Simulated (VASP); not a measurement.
# SrC4 (Pmmm) in VASP: notebook

Runs on SrC4. Level: PBE. Tasks: single point, relaxation of cell and atoms.

All numbers are computed with VASP 6.6.1; they aren't measurements. Logs are shortened: lines on timing, memory, paths and dates and some standing lists are left out, and cuts for length are marked.

## Step 1: The cell of the first run

The structure is orthorhombic, space group Pmmm (No. 47). The conventional cell has a = 2.630 Å, b = 4.344 Å, c = 4.822 Å, α = 90.00°, β = 90.00°, γ = 90.00°. Within 3.5 Å of Sr (site symmetry mmm) lie 2 Sr at 2.63 Å and 12 C at 2.81 to 2.84 Å. Within 2.0 Å of C (site symmetry m2m) lie 3 C at 1.47 to 1.50 Å. C (site symmetry m2m) has 3 C at 1.44 to 1.50 Å within 1.9 Å.

## Step 2: Single point, PBE

Contents of INCAR:

```
ALGO = Normal
EDIFF = 1E-6
ENCUT = 520
GGA = PE
ISIF = 2
ISMEAR = 0
LASPH = True
LCHARG = True
LELF = True
LREAL = False
LVHAR = True
LWAVE = False
NBANDS = 21
NELM = 80
PREC = Accurate
SIGMA = 0.1
```

Contents of KPOINTS:

```
k-points
0
Gamma
  8 4 4
```

Contents of POSCAR:

```
SrC4
1.0
    2.6302011862      0.0000000000      0.0000000000
    0.0000000000      4.8222933574      0.0000000000
    0.0000000000      0.0000000000      4.3442558815
Sr C
1 4
Direct
    0.0000000000      0.5000000000      0.0000000000
    0.5000000000      0.0000000000      0.1693099370
    0.0000000000      0.0000000000      0.6660496660
    0.5000000000      0.0000000000      0.8306900630
    0.0000000000      0.0000000000      0.3339503340
```

Potentials or basis: VASP PAW PBE potentials, release 64 (Sr_sv, C).

The run is started by

```sh
$ cat potpaw_PBE.64/Sr_sv/POTCAR potpaw_PBE.64/C/POTCAR > POTCAR
$ mpirun -np 1 vasp_std > vasp.out
```

OUTCAR:

```text
EDIFF = 1E-6
   ENCUT = 520
   GGA = PE
   ISIF = 2
   ISMEAR = 0
   LASPH = True
   LREAL = False
   NELM = 80
   PREC = Accurate

 ion  position               nearest neighbor table
   1  0.000  0.500  0.000-   3 2.81   5 2.81   3 2.81   5 2.81   2 2.84   4 2.84   4 2.84   2 2.84
                             2 2.84   4 2.84   2 2.84   4 2.84
   2  0.500  0.000  0.169-   4 1.47   5 1.50   5 1.50   1 2.84   1 2.84   1 2.84   1 2.84
   3  0.000  0.000  0.666-   5 1.44   4 1.50   4 1.50   1 2.81   1 2.81
   4  0.500  0.000  0.831-   2 1.47   3 1.50   3 1.50   1 2.84   1 2.84   1 2.84   1 2.84
   5  0.000  0.000  0.334-   3 1.44   2 1.50   2 1.50   1 2.81   1 2.81

  LATTYP: Found a simple orthorhombic cell.
 ALAT       =     2.6302011862
 B/A-ratio  =     1.6516819718
 C/A-ratio  =     1.8334313674

  Lattice vectors:

 A1 = (  -2.6302011862,   0.0000000000,   0.0000000000)
 A2 = (   0.0000000000,   0.0000000000,   4.3442558815)
 A3 = (   0.0000000000,   4.8222933574,   0.0000000000)

Analysis of symmetry for initial positions (statically):
=====================================================================
 Subroutine PRICEL returns:
 Original cell was already a primitive cell.

 Routine SETGRP: Setting up the symmetry group for a
 simple orthorhombic supercell.

 Subroutine GETGRP returns: Found  8 space group operations
 (whereof  8 operations were pure point group operations)
 out of a pool of  8 trial point group operations.

The static configuration has the point symmetry D_2h.

Analysis of symmetry for dynamics (positions and initial velocities):
=====================================================================
 Subroutine PRICEL returns:
 Original cell was already a primitive cell.

 Routine SETGRP: Setting up the symmetry group for a
 simple orthorhombic supercell.

 Subroutine GETGRP returns: Found  8 space group operations
 (whereof  8 operations were pure point group operations)
 out of a pool of  8 trial point group operations.

The dynamic configuration has the point symmetry D_2h.

 Subroutine INISYM returns: Found  8 space group operations
 (whereof  8 operations are pure point group operations),
 and found     1 'primitive' translations

----------------------------------------------------------------------------------------

                                     Primitive cell

  volume of cell :      55.1008

  direct lattice vectors                    reciprocal lattice vectors
     2.630201186  0.000000000  0.000000000     0.380199053  0.000000000  0.000000000
[... 95 lines left out ...]
   NSW    =      0    number of steps for IOM
   IBRION =     -1    ionic relax: 0-MD 1-quasi-New 2-CG
   NFREE  =      0    steps in history (QN), initial steepest desc. (CG)
   ISIF   =      2    stress and relaxation
   ISYM   =      2    0-nonsym 1-usesym 2-fastsym
   POTIM  = 0.5000    time-step for ionic-motion
   TEBEG  =    0.0;   TEEND  =   0.0 temperature during run
   PSTRESS=    0.0 pullay stress
   NELECT =      26.0000    total number of electrons
   NUPDOWN=      -1.0000    fix difference up-down
   EMIN   =  10.00;   EMAX   =-10.00  energy-range for DOS
   EFERMI =   0.00;   METHOD = LEGACY
   ISMEAR =     0;   SIGMA  =   0.10  broadening in eV -4-tet -1-fermi 0-gaus
   EFERMI_NEDOS =   21; number of points for ismear=-14 and -15
   IALGO  =     38    algorithm
   IMIX   =      4    mixing-type and parameters
     AMIX     =   0.40;   BMIX     =  1.00
     AMIX_MAG =   1.60;   BMIX_MAG =  1.00
  volume/ion in A,a.u.               =      11.02        74.37
  Fermi-wavevector in a.u.,A,eV,Ry     =   1.274520  2.408493 22.101317  1.624401
  Thomas-Fermi vector in A             =   2.407283
   LORBIT       =      0    0 simple, 1 ext, 2 COOP (PROOUT), +10 PAW based schemes
   GGA     = PE    functional components
   LHFCALC =     F    Hartree Fock is set to
   AEXX    =    0.0000 exact exchange contribution
   IVDW    =     0    specifies the selected vdW correction
   LEPSILON=     F    determine dielectric tensor
   LRPA    =     F    only Hartree local field effects (RPA)
 non-spin polarized calculation
 Gauss-broadening in eV      SIGMA  =   0.10
  energy-cutoff  :      520.00
  volume of cell :       55.10
 maximum number of plane-waves:      1512
 NGX is ok and might be reduce to    20
   NGX =  9   NGY = 17   NGZ = 17

 number of electron      25.9999998 magnetization

 Free energy of the ion-electron system (eV)
  ---------------------------------------------------
  ext. energy  EPLUGINS =         0.00000000
  ---------------------------------------------------
  free energy    TOTEN  =       -36.88147390 eV

  energy without entropy =      -36.86969247  energy(sigma->0) =      -36.87558319

 E-fermi :   6.7792     XC(G=0): -10.8042

 val. band max:        6.7350090834   @ k =   0.2500   0.5000   0.2500
 cond. band min:       6.7893648931   @ k =   0.5000   0.0000   0.2500
 fundamental gap:      0.0543558097
 Fermi energy:         6.7792084866

 k-point     1 :       0.0000    0.0000    0.0000
  band No.  band energies     occupation
      1     -30.1149      2.00000
      2     -13.4175      2.00000
      3     -12.3102      2.00000
      4     -12.0223      2.00000
      5      -9.7006      2.00000
      6      -8.0139      2.00000
[... 565 lines left out ...]
     20      13.3140      0.00000
     21      14.6238      0.00000

 [... further k-points ...]

------------------------ aborting loop because EDIFF is reached ----------------------------------------

  FORCE on cell =-STRESS in cart. coord.  units (eV):
  Direction    XX          YY          ZZ          XY          YZ          ZX
  --------------------------------------------------------------------------------------
  -------------------------------------------------------------------------------------
  Total        0.3641244      0.2994483      0.1641555      0.0000000      0.0000000     -0.0000000
  in kB       10.5877180      8.7071195      4.7731825      0.0000000      0.0000000     -0.0000000
  external PRESSURE =       8.0226733 kB  Pullay stress =       0.0000000 kB

 VOLUME and BASIS-vectors are now :
 -----------------------------------------------------------------------------
  energy-cutoff  :      520.00
  volume of cell :       55.10
      direct lattice vectors                 reciprocal lattice vectors
     2.630201186  0.000000000  0.000000000     0.380199053  0.000000000  0.000000000
     0.000000000  4.822293357  0.000000000     0.000000000  0.207370213  0.000000000
     0.000000000  0.000000000  4.344255881     0.000000000  0.000000000  0.230189019

 POSITION                                       TOTAL-FORCE (eV/Angst)
 -----------------------------------------------------------------------------------
      0.00000      2.41115      0.00000         0.000000     -0.000000      0.000000
      1.31510      0.00000      0.73553         0.000000      0.000000      0.016582
      0.00000      0.00000      2.89349         0.000000     -0.000000     -0.000765
      1.31510      0.00000      3.60873        -0.000000     -0.000000     -0.016582
      0.00000      0.00000      1.45077        -0.000000      0.000000      0.000765
 -----------------------------------------------------------------------------------
    total drift:                                0.000000      0.000000      0.000000

  FREE ENERGIE OF THE ION-ELECTRON SYSTEM (eV)
  ---------------------------------------------------
  free  energy   TOTEN  =       -36.8814739032 eV

  energy  without entropy=      -36.8696924703  energy(sigma->0) =      -36.87558319
```

OSZICAR:

```text
N       E                     dE             d eps       ncg     rms          rms(c)
DAV:   1     0.104466787600E+03    0.10447E+03   -0.13527E+04  1890   0.117E+03
DAV:   2    -0.319185447992E+02   -0.13639E+03   -0.13191E+03  2468   0.251E+02
DAV:   3    -0.390906483894E+02   -0.71721E+01   -0.71140E+01  2989   0.496E+01
DAV:   4    -0.392528626557E+02   -0.16221E+00   -0.16185E+00  2765   0.604E+00
DAV:   5    -0.392554039052E+02   -0.25412E-02   -0.25409E-02  2666   0.695E-01    0.187E+01
DAV:   6    -0.370847903532E+02    0.21706E+01   -0.68438E+00  2451   0.109E+01    0.146E+01
DAV:   7    -0.369023738658E+02    0.18242E+00   -0.64484E-01  2328   0.440E+00    0.696E+00
DAV:   8    -0.368855029878E+02    0.16871E-01   -0.10024E-01  2490   0.177E+00    0.949E-01
DAV:   9    -0.368829293303E+02    0.25737E-02   -0.28731E-02  2330   0.851E-01    0.271E-01
DAV:  10    -0.368814115842E+02    0.15177E-02   -0.78182E-03  2342   0.404E-01    0.910E-02
DAV:  11    -0.368814368947E+02   -0.25311E-04   -0.31694E-04  2327   0.993E-02    0.508E-02
DAV:  12    -0.368814675941E+02   -0.30699E-04   -0.41342E-05  2459   0.427E-02    0.201E-02
DAV:  13    -0.368814741728E+02   -0.65788E-05   -0.90819E-06  2290   0.212E-02    0.514E-03
DAV:  14    -0.368814739032E+02    0.26969E-06   -0.61530E-07  1522   0.512E-03
   1 F= -.36881474E+02 E0= -.36875583E+02  d E =-.117814E-01
```

stdout:

```text
POSCAR found type information on POSCAR SrC
 POSCAR found :  2 types and       5 ions
 scaLAPACK will be used
 LDA part: xc-table for (Slater+PW92), standard interpolation
 POSCAR, INCAR and KPOINTS ok, starting setup
 FFT: planning ... GRIDC
 FFT: planning ... GRID_SOFT
 FFT: planning ... GRID
 WAVECAR not read
 entering main loop
```

Run time: 37 s. Hardware: 1 thread of Intel Xeon Platinum 8259CL at 2.50GHz (Skylake/Cascade Lake), shared host; peak memory 0.19 GiB.

Results:

| Quantity | Value |
| --- | --- |
| Free energy | -36.8815 eV |
| Pressure | 0.8 GPa |
| Largest force | 0.017 eV/Å |
| Band gap on the k mesh | zero (bands 13 and 14 overlap by 2.53 eV) |

Forces on the atoms (eV/Å):
```
Sr   0.000  0.000  0.000
C    0.000  0.000  0.017
C    0.000  0.000 -0.001
C    0.000  0.000 -0.017
C    0.000  0.000  0.001
```

Caveat: the k points lie up to 0.36 Å⁻¹ apart, too coarse for converged energies and pressures of a metal.

## Step 3: Relaxation of cell and atoms, PBE

This run uses another cell than the first one, of 8.20 Å³/atom.

Contents of INCAR:

```
SYSTEM = SrC4
ALGO = Normal
EDIFF = 1E-6
EDIFFG = -0.04
ENCUT = 600
GGA = PE
IBRION = 2
ISIF = 3
ISMEAR = 0
LASPH = .True.
LCHARG = .False.
LREAL = .False.
LWAVE = .False.
NELM = 80
NSW = 90
PREC = Accurate
SIGMA = 0.1
```

Contents of KPOINTS:

```
k-points
0
Gamma
  8 4 4
  0 0 0
```

Contents of POSCAR:

```
SrC4
1.0
    2.4560180200      0.0000000000      0.0000000000
    0.0000000000      3.9221041200      0.0000000000
    0.0000000000      0.0000000000      4.2539479700
Sr C
1 4
Direct
    0.0000000000      0.5000000000      0.0000000000
    0.5000000000      0.0000000000      0.1666666700
    0.0000000000      0.0000000000      0.6666666700
    0.5000000000      0.0000000000      0.8333333300
    0.0000000000      0.0000000000      0.3333333300
```

Potentials or basis: VASP PAW PBE potentials, release 64 (Sr_sv, C).

The run is started by

```sh
$ cat potpaw_PBE.64/Sr_sv/POTCAR potpaw_PBE.64/C/POTCAR > POTCAR
$ mpirun -np 1 vasp_std > vasp.out
```

Wall time 5 min (1 thread of Intel Xeon Platinum 8259CL at 2.50GHz (Skylake/Cascade Lake), shared host); peak memory 0.2 GiB.

The run converged. Its results:

```yaml
Free_energy: -36.8643 eV
Relaxed_volume: 11.03 Å³/atom
Relaxed_cell: a = 2.634 Å, b = 4.819 Å, c = 4.346 Å, α = 90.00°, β = 90.00°, γ = 90.00°
Space_group_after_relaxing_to_0.1_Å: Pmmm (No. 47)
Energy_gained_by_relaxing: 628.9 meV/atom
Ionic_steps: 15
Pressure_after_relaxing: 0.1 GPa
Largest_force_after_relaxing: 0.028 eV/Å
Band_gap_on_the_k_mesh: zero (bands 13 and 14 overlap by 2.51 eV)
```

Forces in eV/Å, atoms in the order of the input:
```
Sr   0.000  0.000  0.000
C    0.000  0.000  0.023
C    0.000  0.000  0.028
C    0.000  0.000 -0.023
C    0.000  0.000 -0.028
```

The path:
```csv
step,energy change (eV),largest force (eV/Å),pressure (GPa),volume (Å³)
1,0.0000,1.7629,80.31,40.98
2,-0.4630,2.8887,-29.34,70.22
3,-2.6667,2.3509,-2.02,53.38
4,-2.6708,2.2968,-0.73,53.00
5,-2.9289,2.9131,-2.60,55.02
6,-2.9786,1.5929,-3.06,54.42
7,-2.9575,3.7200,8.05,53.98
8,-3.1134,0.8132,1.35,54.23
9,-3.1238,0.9325,1.51,54.73
10,-3.1395,0.2008,1.29,54.52
11,-3.1420,0.2575,-0.22,55.04
12,-3.1422,0.1920,0.15,54.91
13,-3.1437,0.1507,-0.50,55.28
14,-3.1438,0.0638,-0.34,55.19
15,-3.1443,0.0280,0.10,55.16
```

Final structure:
```
Sr C
1.0
     2.63359    0.00000    0.00000
     0.00000    4.81944    0.00000
     0.00000    0.00000    4.34572
Sr C
1 4
Cartesian
  2.6336 2.4097 0.0000
  1.3168 0.0000 0.7358
  2.6336 0.0000 2.8941
  1.3168 0.0000 3.6099
  0.0000 0.0000 1.4516
```

Levels at points of the mesh, in eV from the Fermi level:
```csv
k point,band 9,band 10,band 11,band 12,band 13,band 14,band 15,band 16,band 17
"(0.00, 0.00, 0.00)",-7.97,-4.60,-4.60,-4.29,-1.35,-0.27,0.08,3.50,5.16
"(0.50, 0.00, 0.00)",-9.97,-9.81,-6.11,-4.11,-0.28,0.38,0.48,2.71,4.03
"(0.00, 0.50, 0.00)",-8.01,-4.59,-4.27,-3.66,-2.09,-0.15,2.17,3.27,3.37
"(0.50, 0.50, 0.00)",-9.85,-9.74,-4.84,-4.75,-1.40,0.74,0.89,3.17,3.20
"(0.00, 0.00, 0.50)",-7.54,-6.64,-6.61,-6.33,-0.09,1.41,3.72,3.99,4.48
"(0.50, 0.00, 0.50)",-7.29,-7.13,-5.85,-4.46,-0.68,-0.68,0.30,3.90,4.95
"(0.00, 0.50, 0.50)",-7.74,-7.02,-6.69,-6.61,0.09,2.13,2.97,3.00,4.15
"(0.50, 0.50, 0.50)",-7.34,-7.14,-4.37,-4.04,-2.68,-1.10,0.89,2.59,4.86
```

Caveat: the k points lie up to 0.36 Å⁻¹ apart in the final cell, too coarse for converged energies and pressures of a metal; the volume moved by over 15 % at a fixed basis, so the end points are rough.

The gap in the log of VASP goes by the Fermi energy; the results here count the filled bands.